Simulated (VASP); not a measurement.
# As in VASP: further runs

As is run at these levels: PBE; tasks: single point.

All numbers are computed with VASP 6.6.1; they aren't measurements. Logs are shortened: lines on timing, memory, paths and dates and some standing lists are left out, and cuts for length are marked.

## (1) The cell of the first run

The structure is orthorhombic, space group Cmce (No. 64). Conventional cell: a = 3.674 Å, b = 11.073 Å, c = 4.500 Å, α = 90.00°, β = 90.00°, γ = 90.00°. As (site symmetry m) has 3 As at 2.50 to 2.51 Å within 3.3 Å.

## (2) Single point, PBE

File INCAR:

```
PREC = Accurate
ENCUT = 520
EDIFF = 1E-6
ISMEAR = -1
SIGMA = 0.05
LREAL = False
LASPH = True
NELM = 80
ALGO = Normal
ISIF = 2
LWAVE = False
LCHARG = True
GGA = PE
LELF = True
LVHAR = True
NBANDS = 18
```

File KPOINTS:

```
Automatic mesh
0
Gamma
  8 8 6
```

File POSCAR:

```
As
1.0
    1.8370864449     -5.5364249026      0.0000000000
    1.8370864449      5.5364249026      0.0000000000
    0.0000000000      0.0000000000      4.4996035117
As
4
Direct
    0.3900000000      0.6100000000      0.5600000000
    0.8900000000      0.1100000000      0.9400000000
    0.6100000000      0.3900000000      0.4400000000
    0.1100000000      0.8900000000      0.0600000000
```

Potentials or basis: VASP PAW PBE potentials, release 64 (As).

On the command line:

```sh
cat potpaw_PBE.64/As/POTCAR > POTCAR
mpirun -np 1 vasp_std > vasp.out
```

OUTCAR:

```text
PREC = Accurate
   ENCUT = 520
   EDIFF = 1E-6
   ISMEAR = -1
   LREAL = False
   LASPH = True
   NELM = 80
   ISIF = 2
   GGA = PE

 ion  position               nearest neighbor table
   1  0.390  0.610  0.560-   3 2.50   2 2.51   2 2.51
   2  0.890  0.110  0.940-   4 2.50   1 2.51   1 2.51
   3  0.610  0.390  0.440-   1 2.50   4 2.51   4 2.51
   4  0.110  0.890  0.060-   2 2.50   3 2.51   3 2.51

  LATTYP: Found a base centered orthorhombic cell.
 ALAT       =     3.6741728898
 B/A-ratio  =     3.0136986302
 C/A-ratio  =     1.2246575343

  Lattice vectors:

 A1 = (   1.8370864449,  -5.5364249026,   0.0000000000)
 A2 = (   1.8370864449,   5.5364249026,   0.0000000000)
 A3 = (   0.0000000000,   0.0000000000,   4.4996035117)

Analysis of symmetry for initial positions (statically):
=====================================================================
 Subroutine PRICEL returns:
 Original cell was already a primitive cell.

 Routine SETGRP: Setting up the symmetry group for a
 base centered orthorhombic supercell.

 Subroutine GETGRP returns: Found  8 space group operations
 (whereof  4 operations were pure point group operations)
 out of a pool of  8 trial point group operations.

The static configuration has the point symmetry C_2h.
 The point group associated with its full space group is D_2h.

Analysis of symmetry for dynamics (positions and initial velocities):
=====================================================================
 Subroutine PRICEL returns:
 Original cell was already a primitive cell.

 Routine SETGRP: Setting up the symmetry group for a
 base centered orthorhombic supercell.

 Subroutine GETGRP returns: Found  8 space group operations
 (whereof  4 operations were pure point group operations)
 out of a pool of  8 trial point group operations.

The dynamic configuration has the point symmetry C_2h.
 The point group associated with its full space group is D_2h.

 Subroutine INISYM returns: Found  8 space group operations
 (whereof  4 operations are pure point group operations),
 and found     1 'primitive' translations

----------------------------------------------------------------------------------------

                                     Primitive cell

  volume of cell :      91.5300

  direct lattice vectors                    reciprocal lattice vectors
     1.837086445 -5.536424903  0.000000000     0.272170099 -0.090310987  0.000000000
     1.837086445  5.536424903  0.000000000     0.272170099  0.090310987  0.000000000
     0.000000000  0.000000000  4.499603512     0.000000000  0.000000000  0.222241804

  length of vectors
     5.833257007  5.833257007  4.499603512     0.286762336  0.286762336  0.222241804

  position of ions in fractional coordinates (direct lattice)
     0.390000000  0.610000000  0.560000000
     0.890000000  0.110000000  0.940000000
     0.610000000  0.390000000  0.440000000
     0.110000000  0.890000000  0.060000000

  ion indices of the primitive-cell ions
   primitive index   ion index
                 1           1
                 2           2
                 3           3
                 4           4

----------------------------------------------------------------------------------------

 KPOINTS: Automatic mesh

Automatic generation of k-mesh.
 Grid dimensions read from file:
 generate k-points for:    8    8    6

 Generating k-lattice:

  Cartesian coordinates                     Fractional coordinates (reciprocal lattice)
     0.034021262 -0.011288873  0.000000000     0.125000000 -0.000000000  0.000000000
     0.034021262  0.011288873  0.000000000    -0.000000000  0.125000000  0.000000000
     0.000000000  0.000000000  0.037040301     0.000000000  0.000000000  0.166666667

  Length of vectors
     0.035845292  0.035845292  0.037040301

  Shift w.r.t. Gamma in fractional coordinates (k-lattice)
     0.000000000  0.000000000  0.000000000

 Subroutine IBZKPT returns following result:
 ===========================================

 Found     84 irreducible k-points:

 Following reciprocal coordinates:
            Coordinates               Weight
  0.000000  0.000000  0.000000      1.000000
  0.125000  0.000000  0.000000      4.000000
  0.250000  0.000000  0.000000      4.000000
  0.375000  0.000000  0.000000      4.000000
  0.500000  0.000000  0.000000      2.000000
  0.125000  0.125000  0.000000      2.000000
[... 16 lines left out ...]
  0.125000  0.000000  0.166667      8.000000
  0.250000  0.000000  0.166667      8.000000
 [... further k-points ...]
   k-points           NKPTS =     84   k-points in BZ     NKDIM =     84   number of bands    NBANDS=     18
   number of dos      NEDOS =    301   number of ions     NIONS =      4
   total plane-waves  NPLWV =  82944
   dimension x,y,z NGX =    48 NGY =   48 NGZ =   36
   dimension x,y,z NGXF=    96 NGYF=   96 NGZF=   72
   ions per type =               4
   NGX,Y,Z   is equivalent  to a cutoff of  13.68, 13.68, 13.30 a.u.
   NGXF,Y,Z  is equivalent  to a cutoff of  27.36, 27.36, 26.60 a.u.
 SYSTEM =  unknown system
   PREC   = accura    normal or accurate (medium, high low for compatibility)
   ISTART =      0    job   : 0-new  1-cont  2-samecut
   ICHARG =      2    charge: 1-file 2-atom 10-const
   ISPIN  =      1    spin polarized calculation?
   LNONCOLLINEAR =      F non collinear calculations
   LSORBIT =      F    spin-orbit coupling
   LASPH  =      T    aspherical Exc in radial PAW
   ENCUT  =  520.0 eV  38.22 Ry    6.18 a.u.  10.85 10.85  8.37*2*pi/ulx,y,z
   NELM   =     80;   NELMIN=  2; NELMDL= -5     # of ELM steps
   EDIFF  = 0.1E-05   stopping-criterion for ELM
   LREAL  =      F    real-space projection
   EDIFFG = 0.1E-04   stopping-criterion for IOM
   NSW    =      0    number of steps for IOM
   IBRION =     -1    ionic relax: 0-MD 1-quasi-New 2-CG
   NFREE  =      0    steps in history (QN), initial steepest desc. (CG)
   ISIF   =      2    stress and relaxation
   ISYM   =      2    0-nonsym 1-usesym 2-fastsym
   POTIM  = 0.5000    time-step for ionic-motion
   TEBEG  =    0.0;   TEEND  =   0.0 temperature during run
   PSTRESS=    0.0 pullay stress
   NELECT =      20.0000    total number of electrons
   NUPDOWN=      -1.0000    fix difference up-down
   EMIN   =  10.00;   EMAX   =-10.00  energy-range for DOS
   EFERMI =   0.00;   METHOD = LEGACY
   ISMEAR =    -1;   SIGMA  =   0.05  broadening in eV -4-tet -1-fermi 0-gaus
   EFERMI_NEDOS =   21; number of points for ismear=-14 and -15
   IALGO  =     38    algorithm
   IMIX   =      4    mixing-type and parameters
     AMIX     =   0.40;   BMIX     =  1.00
     AMIX_MAG =   1.60;   BMIX_MAG =  1.00
  volume/ion in A,a.u.               =      22.88       154.42
  Fermi-wavevector in a.u.,A,eV,Ry     =   0.986046  1.863356 13.228758  0.972286
  Thomas-Fermi vector in A             =   2.117398
   LORBIT       =      0    0 simple, 1 ext, 2 COOP (PROOUT), +10 PAW based schemes
   GGA     = PE    functional components
   LHFCALC =     F    Hartree Fock is set to
   AEXX    =    0.0000 exact exchange contribution
   IVDW    =     0    specifies the selected vdW correction
   LEPSILON=     F    determine dielectric tensor
   LRPA    =     F    only Hartree local field effects (RPA)
 non-spin polarized calculation
  energy-cutoff  :      520.00
  volume of cell :       91.53
 maximum number of plane-waves:      2482
 NGX is ok and might be reduce to    48
   NGX = 21   NGY = 21   NGZ = 17

 number of electron      20.0000000 magnetization

 Free energy of the ion-electron system (eV)
  ---------------------------------------------------
  ext. energy  EPLUGINS =         0.00000000
  ---------------------------------------------------
  free energy    TOTEN  =       -18.57551813 eV

  energy without entropy =      -18.57322357  energy(sigma->0) =      -18.57437085

 E-fermi :   4.6118     XC(G=0):  -9.6677

 val. band max:        4.5724517044   @ k =   0.5000   0.5000   0.3333
 cond. band min:       4.6682949736   @ k =   0.5000   0.3750   0.0000
 fundamental gap:      0.0958432692
 Fermi energy:         4.6118043467

 k-point     1 :       0.0000    0.0000    0.0000
  band No.  band energies     occupation
      1     -10.0036      2.00000
      2      -7.3078      2.00000
      3      -4.7531      2.00000
      4      -1.4872      2.00000
      5      -1.3035      2.00000
      6       0.4080      2.00000
[... 10 lines left out ...]
     17      11.6501      0.00000
     18      11.7543      0.00000

 k-point     2 :       0.1250    0.0000    0.0000
  band No.  band energies     occupation
      1      -9.8421      2.00000
      2      -7.1801      2.00000
      3      -4.9270      2.00000
      4      -1.9100      2.00000
      5      -1.1175      2.00000
      6       0.5715      2.00000
[... 10 lines left out ...]
     17      10.5826      0.00000
     18      11.5986      0.00000

 k-point     3 :       0.2500    0.0000    0.0000
  band No.  band energies     occupation
      1      -9.3647      2.00000
      2      -6.7958      2.00000
      3      -5.5140      2.00000
      4      -2.9547      2.00000
      5      -0.5770      2.00000
      6       0.6329      2.00000
[... 10 lines left out ...]
     17      10.7840      0.00000
     18      11.5371      0.00000

 k-point     4 :       0.3750    0.0000    0.0000
  band No.  band energies     occupation
      1      -8.5962      2.00000
      2      -6.4880      2.00000
      3      -6.1550      2.00000
      4      -4.1659      2.00000
      5       0.2380      2.00000
      6       0.6839      2.00000
[... 10 lines left out ...]
     17      11.8378      0.00000
     18      12.0533      0.00000

 k-point     5 :       0.5000    0.0000    0.0000
  band No.  band energies     occupation
      1      -7.5949      2.00000
      2      -7.5949      2.00000
      3      -5.2667      2.00000
      4      -5.2667      2.00000
      5       0.9018      2.00000
      6       0.9018      2.00000
[... 10 lines left out ...]
     17      12.2082      0.00000
     18      12.2082      0.00000

 k-point     6 :       0.1250    0.1250    0.0000
  band No.  band energies     occupation
      1      -9.4026      2.00000
      2      -6.6901      2.00000
      3      -5.5056      2.00000
      4      -2.9822      2.00000
      5      -0.7389      2.00000
      6       0.6256      2.00000
[... 10 lines left out ...]
     17      10.8394      0.00000
     18      12.2326      0.00000

 k-point     7 :       0.2500    0.1250    0.0000
  band No.  band energies     occupation
      1      -8.6654      2.00000
      2      -6.4333      2.00000
      3      -5.9666      2.00000
      4      -4.3007      2.00000
      5      -0.0609      2.00000
      6       0.6791      2.00000
[... 10 lines left out ...]
     17      11.6320      0.00000
     18      12.3689      0.00000

 k-point     8 :       0.3750    0.1250    0.0000
  band No.  band energies     occupation
      1      -7.6796      2.00000
      2      -7.4970      2.00000
      3      -5.4935      2.00000
      4      -5.0408      2.00000
      5       0.6315      2.00000
      6       1.0867      2.00000
[... 10 lines left out ...]
     17      11.9457      0.00000
     18      12.2252      0.00000
[... 229 lines left out ...]
     17      11.0424      0.00000
     18      11.3922      0.00000

 k-point    20 :      -0.3750    0.3750    0.0000
  band No.  band energies     occupation
      1      -9.7316      2.00000
      2      -7.9413      2.00000
      3      -4.6280      2.00000
      4      -1.9177      2.00000
      5      -0.2654      2.00000
      6       0.6210      2.00000
[... 10 lines left out ...]
     17      11.1126      0.00000
     18      11.9379      0.00000

 k-point    21 :       0.5000    0.5000    0.0000
  band No.  band energies     occupation
      1      -9.6690      2.00000
      2      -8.0586      2.00000
      3      -4.6041      2.00000
      4      -1.9878      2.00000
      5       0.1833      2.00000
      6       0.2568      2.00000
[... 10 lines left out ...]
     17      11.7534      0.00000
     18      12.1011      0.00000

 k-point    22 :       0.0000    0.0000    0.1667
  band No.  band energies     occupation
      1      -9.8457      2.00000
      2      -7.4287      2.00000
      3      -4.9372      2.00000
      4      -2.1956      2.00000
      5      -1.0145      2.00000
      6       0.9838      2.00000
[... 10 lines left out ...]
     17      11.1879      0.00000
     18      12.0803      0.00000

 k-point    23 :       0.1250    0.0000    0.1667
  band No.  band energies     occupation
      1      -9.6862      2.00000
      2      -7.3032      2.00000
      3      -5.0410      2.00000
      4      -2.4154      2.00000
      5      -0.8587      2.00000
      6       0.4721      2.00000
[... 10 lines left out ...]
     17      11.2265      0.00000
     18      11.9342      0.00000

 k-point    24 :       0.2500    0.0000    0.1667
  band No.  band energies     occupation
      1      -9.2158      2.00000
      2      -6.9463      2.00000
      3      -5.4381      2.00000
      4      -3.1522      2.00000
      5      -0.5017      2.00000
      6      -0.0295      2.00000
[... 10 lines left out ...]
     17      10.8306      0.00000
     18      12.0250      0.00000

 [... further k-points ...]

------------------------ aborting loop because EDIFF is reached ----------------------------------------

  FORCE on cell =-STRESS in cart. coord.  units (eV):
  Direction    XX          YY          ZZ          XY          YZ          ZX
  --------------------------------------------------------------------------------------
  -------------------------------------------------------------------------------------
  Total        1.5135316      1.0050075      0.6738474      0.0000000      0.0000000      0.0000000
  in kB       26.4934690     17.5920583     11.7952974      0.0000000      0.0000000      0.0000000
  external PRESSURE =      18.6269416 kB  Pullay stress =       0.0000000 kB

 VOLUME and BASIS-vectors are now :
 -----------------------------------------------------------------------------
  energy-cutoff  :      520.00
  volume of cell :       91.53
      direct lattice vectors                 reciprocal lattice vectors
     1.837086445 -5.536424903  0.000000000     0.272170099 -0.090310987  0.000000000
     1.837086445  5.536424903  0.000000000     0.272170099  0.090310987  0.000000000
     0.000000000  0.000000000  4.499603512     0.000000000  0.000000000  0.222241804

 POSITION                                       TOTAL-FORCE (eV/Angst)
 -----------------------------------------------------------------------------------
      1.83709      1.21801      2.51978         0.000000      0.043122      0.103851
      1.83709     -4.31841      4.22963         0.000000      0.043122     -0.103851
      1.83709     -1.21801      1.97983         0.000000     -0.043122     -0.103851
      1.83709      4.31841      0.26998         0.000000     -0.043122      0.103851
 -----------------------------------------------------------------------------------
    total drift:                               -0.000000      0.000000     -0.000000

  FREE ENERGIE OF THE ION-ELECTRON SYSTEM (eV)
  ---------------------------------------------------
  free  energy   TOTEN  =       -18.5755181336 eV

  energy  without entropy=      -18.5732235654  energy(sigma->0) =      -18.57437085
```

Wall time 79 s (1 thread of Intel Xeon Platinum 8488C (Sapphire Rapids), shared host); peak memory 0.32 GiB.

Results:

```yaml
Free_energy: -18.5755 eV
Pressure: 1.9 GPa
Largest_force: 0.112 eV/Å
Band_gap_on_the_k_mesh: 0.10 eV, indirect (least direct gap 0.17 eV)
```

Forces in eV/Å, atoms in the order of the input:
```
As   0.000  0.043  0.104
As   0.000  0.043 -0.104
As   0.000 -0.043 -0.104
As   0.000 -0.043  0.104
```

A k mesh can miss the band edges.

(Continued in part 2 of 3.)
